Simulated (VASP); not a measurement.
# Ag (Fm-3m) in VASP: notebook, part 2 of 2

VASP 6.6.1.

## (3) Relaxation of cell and atoms, r2SCAN

This run uses another cell than the first one, of 17.48 Å³/atom, 1.010 times its volume.

Contents of POSCAR:

```
Ag
1.0
    0.0000000000      2.0598760700      2.0598760700
    2.0598760700      0.0000000000      2.0598760700
    2.0598760700      2.0598760700      0.0000000000
Ag
1
Direct
    0.0000000000      0.0000000000      0.0000000000
```

Contents of INCAR.step1:

```
SYSTEM = Ag
ALGO = Normal ; EDIFF = 1E-4
ENCUT = 600 ; GGA = PE
ISMEAR = -1 ; LASPH = .TRUE.
LCHARG = .FALSE. ; LREAL = .FALSE.
LWAVE = .TRUE. ; NELM = 80
PREC = Accurate ; SIGMA = 0.113
```

Contents of INCAR.step2:

```
SYSTEM = Ag
ALGO = Normal ; EDIFF = 1E-6
EDIFFG = -0.03 ; ENCUT = 600
IBRION = 2 ; ISIF = 3
ISMEAR = -1 ; ISTART = 1
LASPH = .TRUE. ; LCHARG = .FALSE.
LMIXTAU = .TRUE. ; LREAL = .FALSE.
LWAVE = .FALSE. ; METAGGA = R2SCAN
NELM = 80 ; NSW = 80
PREC = Accurate ; SIGMA = 0.113
```

Contents of KPOINTS:

```
k-points
0
G
  14 14 14
  0 0 0
```

Potentials or basis: VASP PAW PBE potentials, release 64 (Ag).

Run with:

```console
$ cat potpaw_PBE.64/Ag/POTCAR > POTCAR
$ cp INCAR.step1 INCAR
$ mpirun -np 1 vasp_std > vasp.out
$ cp INCAR.step2 INCAR
$ mpirun -np 1 vasp_std > vasp.out
```

OUTCAR:

```text
SYSTEM = Ag
   EDIFF = 1E-6
   EDIFFG = -0.03
   ENCUT = 600
   IBRION = 2
   ISIF = 3
   ISMEAR = -1
   ISTART = 1
   LASPH = .TRUE.
   LREAL = .FALSE.
   METAGGA = R2SCAN
   NELM = 80
   NSW = 80
   PREC = Accurate

 ion  position               nearest neighbor table
   1  0.000  0.000  0.000-

  LATTYP: Found a face centered cubic cell.
 ALAT       =     4.1197521400

  Lattice vectors:

 A1 = (   0.0000000000,   2.0598760700,   2.0598760700)
 A2 = (   2.0598760700,   0.0000000000,   2.0598760700)
 A3 = (   2.0598760700,   2.0598760700,   0.0000000000)

Analysis of symmetry for initial positions (statically):
=====================================================================
 Subroutine PRICEL returns:
 Original cell was already a primitive cell.

 Routine SETGRP: Setting up the symmetry group for a
 face centered cubic supercell.

 Subroutine GETGRP returns: Found 48 space group operations
 (whereof 48 operations were pure point group operations)
 out of a pool of 48 trial point group operations.

The static configuration has the point symmetry O_h .

Analysis of symmetry for dynamics (positions and initial velocities):
=====================================================================
 Subroutine PRICEL returns:
 Original cell was already a primitive cell.

 Routine SETGRP: Setting up the symmetry group for a
 face centered cubic supercell.

 Subroutine GETGRP returns: Found 48 space group operations
 (whereof 48 operations were pure point group operations)
 out of a pool of 48 trial point group operations.

The dynamic configuration has the point symmetry O_h .

 Subroutine INISYM returns: Found 48 space group operations
 (whereof 48 operations are pure point group operations),
 and found     1 'primitive' translations

----------------------------------------------------------------------------------------

                                     Primitive cell

  volume of cell :      17.4805

  direct lattice vectors                    reciprocal lattice vectors
     0.000000000  2.059876070  2.059876070    -0.242733049  0.242733049  0.242733049
     2.059876070  0.000000000  2.059876070     0.242733049 -0.242733049  0.242733049
     2.059876070  2.059876070  0.000000000     0.242733049  0.242733049 -0.242733049

  length of vectors
     2.913104675  2.913104675  2.913104675     0.420425974  0.420425974  0.420425974

  position of ions in fractional coordinates (direct lattice)
     0.000000000  0.000000000  0.000000000

  ion indices of the primitive-cell ions
   primitive index   ion index
                 1           1

----------------------------------------------------------------------------------------

 KPOINTS: k-points

Automatic generation of k-mesh.
 Grid dimensions read from file:
 generate k-points for:   14   14   14

 Generating k-lattice:

  Cartesian coordinates                     Fractional coordinates (reciprocal lattice)
    -0.017338075  0.017338075  0.017338075     0.071428571  0.000000000  0.000000000
[... 42 lines left out ...]
   number of dos      NEDOS =    301   number of ions     NIONS =      1
   total plane-waves  NPLWV =  13824
   dimension x,y,z NGX =    24 NGY =   24 NGZ =   24
   dimension x,y,z NGXF=    48 NGYF=   48 NGZF=   48
   ions per type =               1
   NGX,Y,Z   is equivalent  to a cutoff of  13.70, 13.70, 13.70 a.u.
   NGXF,Y,Z  is equivalent  to a cutoff of  27.39, 27.39, 27.39 a.u.
 SYSTEM =  Ag
   PREC   = accura    normal or accurate (medium, high low for compatibility)
   ISTART =      1    job   : 0-new  1-cont  2-samecut
   ICHARG =      0    charge: 1-file 2-atom 10-const
   ISPIN  =      1    spin polarized calculation?
   LNONCOLLINEAR =      F non collinear calculations
   LSORBIT =      F    spin-orbit coupling
   LASPH  =      T    aspherical Exc in radial PAW
   ENCUT  =  600.0 eV  44.10 Ry    6.64 a.u.   5.82  5.82  5.82*2*pi/ulx,y,z
   NELM   =     80;   NELMIN=  2; NELMDL=  0     # of ELM steps
   EDIFF  = 0.1E-05   stopping-criterion for ELM
   LREAL  =      F    real-space projection
   EDIFFG = -.3E-01   stopping-criterion for IOM
   NSW    =     80    number of steps for IOM
   IBRION =      2    ionic relax: 0-MD 1-quasi-New 2-CG
   NFREE  =      1    steps in history (QN), initial steepest desc. (CG)
   ISIF   =      3    stress and relaxation
   ISYM   =      2    0-nonsym 1-usesym 2-fastsym
   POTIM  = 0.5000    time-step for ionic-motion
   TEBEG  =    0.0;   TEEND  =   0.0 temperature during run
   PSTRESS=    0.0 pullay stress
   NELECT =      11.0000    total number of electrons
   NUPDOWN=      -1.0000    fix difference up-down
   EMIN   =  10.00;   EMAX   =-10.00  energy-range for DOS
   EFERMI =   0.00;   METHOD = LEGACY
   ISMEAR =    -1;   SIGMA  =   0.11  broadening in eV -4-tet -1-fermi 0-gaus
   EFERMI_NEDOS =   21; number of points for ismear=-14 and -15
   IALGO  =     38    algorithm
   IMIX   =      4    mixing-type and parameters
     AMIX     =   0.40;   BMIX     =  1.00
     AMIX_MAG =   1.60;   BMIX_MAG =  1.00
  volume/ion in A,a.u.               =      17.48       117.96
  Fermi-wavevector in a.u.,A,eV,Ry     =   1.402883  2.651064 26.777345  1.968079
  Thomas-Fermi vector in A             =   2.525600
   LORBIT       =      0    0 simple, 1 ext, 2 COOP (PROOUT), +10 PAW based schemes
   METAGGA = R2SCAN    functional components
   LHFCALC =     F    Hartree Fock is set to
   AEXX    =    0.0000 exact exchange contribution
   IVDW    =     0    specifies the selected vdW correction
   LEPSILON=     F    determine dielectric tensor
   LRPA    =     F    only Hartree local field effects (RPA)
 conjugate gradient relaxation of ions
 non-spin polarized calculation
  energy-cutoff  :      600.00
  volume of cell :       17.48
 maximum number of plane-waves:       595
   NGX = 11   NGY = 11   NGZ = 11

--------------------------------------- Ionic step        1  -------------------------------------------

 number of electron      10.9999999 magnetization

 Free energy of the ion-electron system (eV)
  ---------------------------------------------------
  ext. energy  EPLUGINS =         0.00000000
  ---------------------------------------------------
  free energy    TOTEN  =       -21.36192225 eV

  energy without entropy =      -21.35046279  energy(sigma->0) =      -21.35619252

------------------------ aborting loop because EDIFF is reached ----------------------------------------

  FORCE on cell =-STRESS in cart. coord.  units (eV):
  Direction    XX          YY          ZZ          XY          YZ          ZX
  --------------------------------------------------------------------------------------
  -------------------------------------------------------------------------------------
  Total       -0.1015321     -0.1015321     -0.1015321      0.0000000      0.0000000     -0.0000000
  in kB       -9.3059515     -9.3059515     -9.3059515      0.0000000      0.0000000     -0.0000000
  external PRESSURE =      -9.3059515 kB  Pullay stress =       0.0000000 kB
[... 57 lines left out ...]
--------------------------------------- Ionic step        3  -------------------------------------------

 number of electron      10.9999999 magnetization

 Free energy of the ion-electron system (eV)
  ---------------------------------------------------
  ext. energy  EPLUGINS =         0.00000000
  ---------------------------------------------------
  free energy    TOTEN  =       -21.36241091 eV

  energy without entropy =      -21.35103082  energy(sigma->0) =      -21.35672087

 E-fermi :   8.1704     XC(G=0): -12.8606

 val. band max:        7.9507065164   @ k =   0.4286   0.3571   0.0000
 cond. band min:       8.1930919170   @ k =   0.5000   0.2143   0.0714
 fundamental gap:      0.2423854005
 Fermi energy:         8.1703520169

 k-point     1 :       0.0000    0.0000    0.0000
  band No.  band energies     occupation
      1       0.3785      2.00000
      2       3.1372      2.00000
      3       3.1372      2.00000
      4       3.1372      2.00000
      5       4.1536      2.00000
      6       4.1536      2.00000
      7      24.8369      0.00000
      8      28.4675      0.00000
      9      28.4675      0.00000
[... 265 lines left out ...]
 k-point    24 :       0.2857    0.1429    0.0000
  band No.  band energies     occupation
      1       2.0450      2.00000
      2       2.7636      2.00000
      3       3.3704      2.00000
      4       3.6282      2.00000
      5       4.5392      2.00000
      6       4.5530      2.00000
      7      20.5329      0.00000
      8      24.8091      0.00000
      9      25.0608      0.00000

 [... further k-points ...]

------------------------ aborting loop because EDIFF is reached ----------------------------------------

  FORCE on cell =-STRESS in cart. coord.  units (eV):
  Direction    XX          YY          ZZ          XY          YZ          ZX
  --------------------------------------------------------------------------------------
  -------------------------------------------------------------------------------------
  Total        0.0002751      0.0002751      0.0002751     -0.0000000      0.0000000     -0.0000000
  in kB        0.0254538      0.0254538      0.0254538     -0.0000000      0.0000000     -0.0000000
  external PRESSURE =       0.0254538 kB  Pullay stress =       0.0000000 kB
[... 16 lines left out ...]
  FREE ENERGIE OF THE ION-ELECTRON SYSTEM (eV)
  ---------------------------------------------------
  free  energy   TOTEN  =       -21.3624109122 eV

  energy  without entropy=      -21.3510308249  energy(sigma->0) =      -21.35672087

 reached required accuracy - stopping structural energy minimisation
```

Run time: 2.1 min. Hardware: 1 thread of Intel Xeon 6975P-C, shared host; peak memory 0.17 GiB.

What came out:

| Quantity | Value |
| --- | --- |
| Free energy | -21.3624 eV |
| Relaxed volume | 17.32 Å³/atom |
| Relaxed cell | a = 2.904 Å, b = 2.904 Å, c = 2.904 Å, α = 60.00°, β = 60.00°, γ = 60.00° |
| Space group after relaxing (to 0.05 Å) | Fm-3m (No. 225) |
| Energy gained by relaxing | 0.5 meV/atom |
| Ionic steps | 3 |
| Pressure after relaxing | 0.0 GPa |

The path:
```
step  energy change (eV)  largest force (eV/Å)  pressure (GPa)  volume (Å³)
   1              0.0000                0.0000           -0.93        17.48
   2             -0.0003                0.0000            0.62        17.22
   3             -0.0005                0.0000            0.00        17.32
```

Final structure:
```
CELL_PARAMETERS angstrom
0.00000 2.05339 2.05339
2.05339 0.00000 2.05339
2.05339 2.05339 0.00000
ATOMIC_POSITIONS crystal
Ag 0.00000 0.00000 0.00000
```

Levels at points of the mesh, in eV from the Fermi level:
```csv
k point,band 3,band 4,band 5,band 6,band 7,band 8,band 9
"(0.00, 0.00, 0.00)",-5.03,-5.03,-4.02,-4.02,16.67,20.30,20.30
"(0.50, 0.00, 0.00)",-5.06,-3.22,-3.22,-0.24,3.67,15.90,18.49
"(0.50, 0.50, 0.00)",-3.26,-3.01,-3.01,1.79,6.90,11.11,11.11
```

Caveat: the PAW data sets were made with another functional, which shifts forces and pressure a little.
